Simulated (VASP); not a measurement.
# WC (P1) in VASP: further runs

WC is run at these levels: PBE; tasks: electric field gradients.

All numbers are computed with VASP 6.6.1; they aren't measurements. Logs are shortened: lines on timing, memory, paths and dates and some standing lists are left out, and cuts for length are marked.

### 1 The cell of the first run

The typed cell holds 2 atoms: a = 2.901 Å, b = 2.938 Å, c = 2.830 Å, α = 90.62°, β = 91.71°, γ = 121.27°.

### 2 Electric field gradients, PBE (equal xy, yz and zx shear strains of -3 %)

INCAR

```
SYSTEM = WC
PREC = Accurate ; ENCUT = 520
EDIFF = 1E-8 ; ISMEAR = -1
SIGMA = 0.05 ; LREAL = .False.
LASPH = .True. ; NELM = 100
ALGO = Normal ; ISIF = 2
LWAVE = .False. ; LCHARG = .False.
GGA = PE ; LEFG = .True.
NBANDS = 16
```

KPOINTS

```
regular mesh
0
Gamma
  13 13 12
  0 0 0
```

POSCAR

```
WC
1.0
    2.9005014360     -0.0435075215     -0.0435075215
   -1.4879293369      2.5336616881     -0.0159248581
   -0.0424350000     -0.0424350000      2.8290000000
W C
1 1
Direct
    0.0000000000      0.0000000000      0.0000000000
    0.6666666667      0.3333333333      0.5000000000
```

Potentials or basis: VASP PAW PBE potentials, release 64 (W_sv, C).

Command:

```sh
$ cat potpaw_PBE.64/W_sv/POTCAR potpaw_PBE.64/C/POTCAR > POTCAR
$ mpirun -np 1 vasp_std > vasp.out
```

OUTCAR:

```text
SYSTEM = WC
   PREC = Accurate
   ENCUT = 520
   EDIFF = 1E-8
   ISMEAR = -1
   LREAL = .False.
   LASPH = .True.
   NELM = 100
   ISIF = 2
   GGA = PE

 ion  position               nearest neighbor table
   1  0.000  0.000  0.000-   2 2.13   2 2.16   2 2.20   2 2.22   2 2.22   2 2.22
   2  0.667  0.333  0.500-   1 2.13   1 2.16   1 2.20   1 2.22   1 2.22   1 2.22

  LATTYP: Found a triclinic cell.
 ALAT       =     2.9383037390
 B/A-ratio  =     1.7101520239
 C/A-ratio  =     1.3995971528
 COS(alpha) =     0.0005175700
 COS(beta)  =     0.3588213562
 COS(gamma) =     0.8697686736

  Lattice vectors:

 A1 = (   1.4879293369,  -2.5336616881,   0.0159248581)
 A2 = (   0.0753572378,  -5.0238158547,   0.0753572377)
 A3 = (   2.9429364360,  -0.0010725215,  -2.8725075215)

Analysis of symmetry for initial positions (statically):
=====================================================================
 Subroutine PRICEL returns:
 Original cell was already a primitive cell.

 Routine SETGRP: Setting up the symmetry group for a
 triclinic supercell.

 Subroutine GETGRP returns: Found  1 space group operations
 (whereof  1 operations were pure point group operations)
 out of a pool of  2 trial point group operations.

The static configuration has the point symmetry C_1 .

Analysis of symmetry for dynamics (positions and initial velocities):
=====================================================================
 Subroutine PRICEL returns:
 Original cell was already a primitive cell.

 Routine SETGRP: Setting up the symmetry group for a
 triclinic supercell.

 Subroutine GETGRP returns: Found  1 space group operations
 (whereof  1 operations were pure point group operations)
 out of a pool of  2 trial point group operations.

The dynamic configuration has the point symmetry C_1 .

 Subroutine INISYM returns: Found  1 space group operations
 (whereof  1 operations are pure point group operations),
 and found     1 'primitive' translations

----------------------------------------------------------------------------------------

                                     Primitive cell

[... 126 lines left out ...]
   NGX = 11   NGY = 11   NGZ = 11

 number of electron      18.0000000 magnetization

 Free energy of the ion-electron system (eV)
  ---------------------------------------------------
  ext. energy  EPLUGINS =         0.00000000
  ---------------------------------------------------
  free energy    TOTEN  =       -22.38150338 eV

  energy without entropy =      -22.37934680  energy(sigma->0) =      -22.38042509

 E-fermi :  11.2046     XC(G=0): -13.8396

 val. band max:       11.2045310339   @ k =   0.2308   0.4615   0.0000
 cond. band min:      11.2065806222   @ k =   0.0769   0.0769   0.3333
 fundamental gap:      0.0020495884
 Fermi energy:        11.2046434294

 k-point     1 :       0.0000    0.0000    0.0000
  band No.  band energies     occupation
      1     -62.7920      2.00000
      2     -26.7734      2.00000
      3     -26.7019      2.00000
      4     -26.6409      2.00000
      5      -3.3210      2.00000
      6       6.8378      2.00000
[... 433 lines left out ...]
      3     -26.9004      2.00000
      4     -26.6818      2.00000
      5      -0.8488      2.00000
      6       4.9480      2.00000
[... 8 lines left out ...]
     15      26.2887      0.00000
     16      28.4020      0.00000

 [... further k-points ...]

------------------------ aborting loop because EDIFF is reached ----------------------------------------

  FORCE on cell =-STRESS in cart. coord.  units (eV):
  Direction    XX          YY          ZZ          XY          YZ          ZX
  --------------------------------------------------------------------------------------
  -------------------------------------------------------------------------------------
  Total        1.3377892      1.3648466      1.4213099      1.0307276      1.2822611      1.2847341
  in kB      104.0602069    106.1648789    110.5568880     80.1753624     99.7409423     99.9333096
  external PRESSURE =     106.9273246 kB  Pullay stress =       0.0000000 kB

 VOLUME and BASIS-vectors are now :
 -----------------------------------------------------------------------------
  energy-cutoff  :      520.00
  volume of cell :       20.60
      direct lattice vectors                 reciprocal lattice vectors
     2.900501436 -0.043507522 -0.043507522     0.347958185  0.204395534  0.008285306
    -1.487929337  2.533661688 -0.015924858     0.006065265  0.398285722  0.006065265
    -0.042435000 -0.042435000  2.829000000     0.005385432  0.005385432  0.353643359

 POSITION                                       TOTAL-FORCE (eV/Angst)
 -----------------------------------------------------------------------------------
      0.00000      0.00000      0.00000        -0.234028     -0.001633     -0.058476
      1.41647      0.79433      1.38019         0.234028      0.001633      0.058476
 -----------------------------------------------------------------------------------
    total drift:                                0.000018     -0.000027     -0.000004

  FREE ENERGIE OF THE ION-ELECTRON SYSTEM (eV)
  ---------------------------------------------------
  free  energy   TOTEN  =       -22.3815033819 eV

  energy  without entropy=      -22.3793468036  energy(sigma->0) =      -22.38042509

 Electric field gradients (V/A^2)
---------------------------------------------------------------------
 ion       V_xx      V_yy      V_zz      V_xy      V_xz      V_yz
---------------------------------------------------------------------
   1      70.032    74.406  -144.437   -31.968   -63.762   -63.599
   2      -0.114    -0.192     0.306    -1.194    -2.996    -2.979
---------------------------------------------------------------------

 Electric field gradients after diagonalization (V/A^2)
 (convention: |V_zz| > |V_xx| > |V_yy|)
----------------------------------------------------------------------
 ion       V_xx      V_yy      V_zz     asymmetry (V_yy - V_xx)/ V_zz
----------------------------------------------------------------------
   1     104.333    76.751  -181.084       0.152
   2       3.785     1.040    -4.826       0.569
----------------------------------------------------------------------

           NMR quadrupolar parameters

 Cq : quadrupolar parameter    Cq=e*Q*V_zz/h
 eta: asymmetry parameters     (V_yy - V_xx)/ V_zz
 Q  : nuclear electric quadrupole moment in mb (millibarn)
----------------------------------------------------------------------
 ion       Cq(MHz)       eta       Q (mb)
----------------------------------------------------------------------
   1      -0.438       0.152       1.000
   2      -0.012       0.569       1.000
----------------------------------------------------------------------
```

Run time: 2.3 min. Hardware: 1 thread of Intel Xeon Platinum 8559C (Emerald Rapids), shared host; peak memory 0.42 GiB.

What came out:

```
Free energy                             : -22.3815 eV
Pressure                                : 10.7 GPa
Largest force                           : 0.241 eV/Å
Band gap on the k mesh                  : zero (bands 9 and 10 overlap by 1.17 eV)
Largest electric field gradient by atom : W -181.1; C -4.8 V/Å²
```

Forces in eV/Å, atoms in the order of the input:
```
W   -0.234 -0.002 -0.058
C    0.234  0.002  0.058
```

Levels at points of the mesh, in eV from the Fermi level:
```tsv
k point	band 7	band 8	band 9	band 10	band 11	band 12
(0.00, 0.00, 0.00)	-3.63	-3.14	0.08	3.13	3.19	5.58
(0.00, 0.00, 0.50)	-2.13	-2.00	-0.88	-0.32	3.70	4.33
```

Electric field gradients, principal values (V/Å²):
```tsv
atom	least	middle	greatest (by size)
1 W	76.751	104.333	-181.084
2 C	1.040	3.785	-4.826
```

Caveat: the cell differs from its parent crystal (equal xy, yz and zx shear strains of -3 %); the cell stands under pressure; without QUAD_EFG the Cq values of the log hold for a quadrupole moment of 1 mb, not for the nuclei; spin-orbit coupling is left out, which moves the levels of the heavy elements.

### 3 Electric field gradients, PBE (equal xy, yz and zx shear strains of -1 %)

INCAR

```
SYSTEM = WC
ALGO     = Normal         ! electronic algorithm
EDIFF    = 1E-8           ! SCF threshold, eV
ENCUT    = 520            ! plane-wave cutoff, eV
GGA      = PE             ! functional
ISIF     = 2              ! what is computed and relaxed
ISMEAR   = -1             ! smearing method
LASPH    = .True.         ! aspherical terms in the spheres
LCHARG   = .False.        ! write CHGCAR
LEFG     = .True.       
LREAL    = .False.        ! projectors in reciprocal space
LWAVE    = .False.        ! write WAVECAR
NBANDS   = 16             ! bands
NELM     = 80             ! most SCF steps
PREC     = Accurate       ! precision mode
SIGMA    = 0.05           ! smearing width, eV
```

KPOINTS

```
k-points
0
Gamma
  13 13 12
  0 0 0
```

POSCAR

```
WC
1.0
    2.9005014360     -0.0145025072     -0.0145025072
   -1.4628102576      2.5191591809     -0.0053082861
   -0.0141450000     -0.0141450000      2.8290000000
W C
1 1
Direct
    0.0000000000      0.0000000000      0.0000000000
    0.6666666667      0.3333333333      0.5000000000
```

Potentials or basis: VASP PAW PBE potentials, release 64 (W_sv, C).

Command:

```sh
$ cat potpaw_PBE.64/W_sv/POTCAR potpaw_PBE.64/C/POTCAR > POTCAR
$ mpirun -np 1 vasp_std > vasp.out
```

OUTCAR:

```text
SYSTEM = WC
   EDIFF = 1E-8
   ENCUT = 520
   GGA = PE
   ISIF = 2
   ISMEAR = -1
   LASPH = .True.
   LREAL = .False.
   NELM = 80
   PREC = Accurate

 ion  position               nearest neighbor table
   1  0.000  0.000  0.000-   2 2.17   2 2.18   2 2.19   2 2.20   2 2.20   2 2.20
   2  0.667  0.333  0.500-   1 2.17   1 2.18   1 2.19   1 2.20   1 2.20   1 2.20

  LATTYP: Found a triclinic cell.
 ALAT       =     2.9130748371
 B/A-ratio  =     1.7246180512
 C/A-ratio  =     1.3978140531
 COS(alpha) =     0.0001751522
 COS(beta)  =     0.3582391170
[... 675 lines left out ...]
  free  energy   TOTEN  =       -22.4301692244 eV

  energy  without entropy=      -22.4275617815  energy(sigma->0) =      -22.42886550

 Electric field gradients (V/A^2)
---------------------------------------------------------------------
 ion       V_xx      V_yy      V_zz      V_xy      V_xz      V_yz
---------------------------------------------------------------------
   1      71.940    72.482  -144.422    -9.293   -21.430   -21.423
   2      -0.158    -0.165     0.323    -0.407    -0.980    -0.980
---------------------------------------------------------------------

 Electric field gradients after diagonalization (V/A^2)
 (convention: |V_zz| > |V_xx| > |V_yy|)
----------------------------------------------------------------------
 ion       V_xx      V_yy      V_zz     asymmetry (V_yy - V_xx)/ V_zz
----------------------------------------------------------------------
   1      81.509    67.251  -148.759       0.096
   2       1.333     0.246    -1.579       0.689
----------------------------------------------------------------------

           NMR quadrupolar parameters

 Cq : quadrupolar parameter    Cq=e*Q*V_zz/h
 eta: asymmetry parameters     (V_yy - V_xx)/ V_zz
 Q  : nuclear electric quadrupole moment in mb (millibarn)
----------------------------------------------------------------------
 ion       Cq(MHz)       eta       Q (mb)
----------------------------------------------------------------------
   1      -0.360       0.096       1.000
   2      -0.004       0.689       1.000
----------------------------------------------------------------------
```

OSZICAR:

```text
N       E                     dE             d eps       ncg     rms          rms(c)
DAV:   1     0.109290161617E+03    0.10929E+03   -0.93761E+03 32576   0.125E+03
DAV:   2    -0.223049427199E+02   -0.13160E+03   -0.12719E+03 38608   0.336E+02
DAV:   3    -0.254850888375E+02   -0.31801E+01   -0.31695E+01 36472   0.497E+01
DAV:   4    -0.255015580624E+02   -0.16469E-01   -0.16468E-01 41944   0.402E+00
DAV:   5    -0.255016788109E+02   -0.12075E-03   -0.12075E-03 36256   0.327E-01    0.329E+01
DAV:   6    -0.225080782064E+02    0.29936E+01   -0.57240E+00 39984   0.258E+01    0.878E+00
DAV:   7    -0.224577615454E+02    0.50317E-01   -0.42239E-01 34048   0.498E+00    0.633E+00
DAV:   8    -0.224315007313E+02    0.26261E-01   -0.60455E-02 37000   0.209E+00    0.111E+00
DAV:   9    -0.224302227697E+02    0.12780E-02   -0.31403E-03 36512   0.423E-01    0.117E-01
DAV:  10    -0.224301726034E+02    0.50166E-04   -0.30322E-04 39568   0.197E-01    0.654E-02
DAV:  11    -0.224301702676E+02    0.23358E-05   -0.15880E-05 37936   0.355E-02    0.972E-03
DAV:  12    -0.224301693179E+02    0.94974E-06   -0.30499E-06 35992   0.155E-02    0.140E-03
DAV:  13    -0.224301692544E+02    0.63468E-07   -0.11891E-07 40160   0.293E-03    0.442E-04
DAV:  14    -0.224301692258E+02    0.28588E-07   -0.23100E-09 24880   0.445E-04    0.456E-05
DAV:  15    -0.224301692244E+02    0.14361E-08   -0.16460E-10 17384   0.142E-04
   1 F= -.22430169E+02 E0= -.22428866E+02  d E =-.260744E-02
```

It took 2.2 min on 1 thread of Intel Xeon Platinum 8559C (Emerald Rapids), shared host; peak memory 0.42 GiB.

Results:

| Property | Result |
| --- | --- |
| Free energy | -22.4302 eV |
| Pressure | 9.7 GPa |
| Largest force | 0.069 eV/Å |
| Band gap on the k mesh | zero (bands 9 and 10 overlap by 1.18 eV) |
| Largest electric field gradient by atom | W -148.8; C -1.6 V/Å² |

Forces in eV/Å, atoms in the order of the input:
```
W   -0.068  0.000 -0.007
C    0.068  0.000  0.007
```

Stress tensor (GPa, compression positive):
```
 9.53  2.50  3.26
 2.50  9.53  3.26
 3.26  3.26 10.01
```

Levels at points of the mesh, in eV from the Fermi level:
```csv
k point,band 7,band 8,band 9,band 10,band 11,band 12
"(0.00, 0.00, 0.00)",-3.46,-3.30,0.08,3.23,3.26,5.61
"(0.00, 0.00, 0.50)",-2.07,-2.03,-0.70,-0.51,3.70,4.46
```

Electric field gradients, principal values (V/Å²):
```tsv
atom	least	middle	greatest (by size)
1 W	67.251	81.509	-148.759
2 C	0.246	1.333	-1.579
```

Caveat: the cell differs from its parent crystal (equal xy, yz and zx shear strains of -1 %); the cell stands under pressure; without QUAD_EFG the Cq values of the log hold for a quadrupole moment of 1 mb, not for the nuclei; spin-orbit coupling is left out, which moves the levels of the heavy elements.

### 4 Electric field gradients, PBE (equal xy, yz and zx shear strains of +2 %)

INCAR

```
  PREC = Accurate
  ENCUT = 520
  EDIFF = 1E-8
  ISMEAR = -1
  SIGMA = 0.05
  LREAL = False
  LASPH = True
  NELM = 80
  ALGO = Normal
  ISIF = 2
  LWAVE = False
  LCHARG = False
  GGA = PE
  LEFG = True
  NBANDS = 16
```

KPOINTS

```
Automatic mesh
0
Gamma
  13 13 12
```

POSCAR

```
WC
1.0
    2.9005014360      0.0290050144      0.0290050144
   -1.4251316387      2.4974054201      0.0106165721
    0.0282900000      0.0282900000      2.8290000000
W C
1 1
Direct
    0.0000000000      0.0000000000      0.0000000000
    0.6666666667      0.3333333333      0.5000000000
```

Potentials or basis: VASP PAW PBE potentials, release 64 (W_sv, C).

Command:

```sh
$ cat potpaw_PBE.64/W_sv/POTCAR potpaw_PBE.64/C/POTCAR > POTCAR
$ mpirun -np 1 vasp_std > vasp.out
```

OUTCAR:

```text
PREC = Accurate
   ENCUT = 520
   EDIFF = 1E-8
   ISMEAR = -1
   LREAL = False
   LASPH = True
   NELM = 80
   ISIF = 2
   GGA = PE

 ion  position               nearest neighbor table
   1  0.000  0.000  0.000-   2 2.17   2 2.17   2 2.17   2 2.19   2 2.21   2 2.23
   2  0.667  0.333  0.500-   1 2.17   1 2.17   1 2.17   1 2.19   1 2.21   1 2.23

  LATTYP: Found a triclinic cell.
 ALAT       =     5.0243182111
 B/A-ratio  =     0.5723042227
 C/A-ratio  =     0.5631177738
 COS(alpha) =     0.0074204947
 COS(beta)  =     0.0200959808
 COS(gamma) =     0.8635246262

[... 672 lines left out ...]
  ---------------------------------------------------
  free  energy   TOTEN  =       -22.4132295340 eV

  energy  without entropy=      -22.4108574710  energy(sigma->0) =      -22.41204350

 Electric field gradients (V/A^2)
---------------------------------------------------------------------
 ion       V_xx      V_yy      V_zz      V_xy      V_xz      V_yz
---------------------------------------------------------------------
   1      71.295    73.187  -144.482    20.011    43.279    43.230
   2      -0.144    -0.174     0.318     0.835     1.923     1.918
---------------------------------------------------------------------

 Electric field gradients after diagonalization (V/A^2)
 (convention: |V_zz| > |V_xx| > |V_yy|)
----------------------------------------------------------------------
 ion       V_xx      V_yy      V_zz     asymmetry (V_yy - V_xx)/ V_zz
----------------------------------------------------------------------
   1     107.140    52.215  -159.354       0.345
   2      -2.226    -0.993     3.219       0.383
----------------------------------------------------------------------

           NMR quadrupolar parameters

 Cq : quadrupolar parameter    Cq=e*Q*V_zz/h
 eta: asymmetry parameters     (V_yy - V_xx)/ V_zz
 Q  : nuclear electric quadrupole moment in mb (millibarn)
----------------------------------------------------------------------
 ion       Cq(MHz)       eta       Q (mb)
----------------------------------------------------------------------
   1      -0.385       0.345       1.000
   2       0.008       0.383       1.000
----------------------------------------------------------------------
```

Wall time 5.1 min (1 thread of Oxide Virtual Turin-like, shared host); peak memory 0.39 GiB.

Results:

| Quantity | Value |
| --- | --- |
| Free energy | -22.4132 eV |
| Pressure | 10.0 GPa |
| Largest force | 0.100 eV/Å |
| Band gap on the k mesh | zero (bands 9 and 10 overlap by 1.20 eV) |
| Largest electric field gradient by atom | W -159.4; C +3.2 V/Å² |

Forces on the atoms (eV/Å):
```
W    0.097  0.001 -0.025
C   -0.097 -0.001  0.025
```

Electric field gradients, principal values (V/Å²):
```tsv
atom	least	middle	greatest (by size)
1 W	52.215	107.140	-159.354
2 C	-0.993	-2.226	3.219
```

Caveat: the cell differs from its parent crystal (equal xy, yz and zx shear strains of +2 %); the cell stands under pressure; without QUAD_EFG the Cq values of the log hold for a quadrupole moment of 1 mb, not for the nuclei; spin-orbit coupling is left out, which moves the levels of the heavy elements.

### 5 Summary

```tsv
cell	gap on the mesh (eV)	pressure (GPa)	largest force (eV/Å)
a = 2.901, b = 2.938, c = 2.830 Å, angles 90.6, 91.7, 121.3°, 2 atoms	none	10.7	0.24
a = 2.901, b = 2.913, c = 2.829 Å, angles 90.2, 90.6, 120.4°, 2 atoms	none	9.7	0.07
a = 2.901, b = 2.875, c = 2.829 Å, angles 89.6, 88.8, 119.1°, 2 atoms	none	10.0	0.10
```

Alike in all rows: task electric field gradients; level PBE; potentials or basis VASP PAW PBE potentials, release 64 (W_sv, C); no spin polarisation; k mesh 13 × 13 × 12; cutoff (eV) 520; smearing fermi-dirac 0.05 eV.

Caveats: the cell stands under pressure; spin-orbit coupling is left out, which moves the levels of the heavy elements.

Total energies depend on the potentials used, so only differences within one code and one set of settings carry meaning.
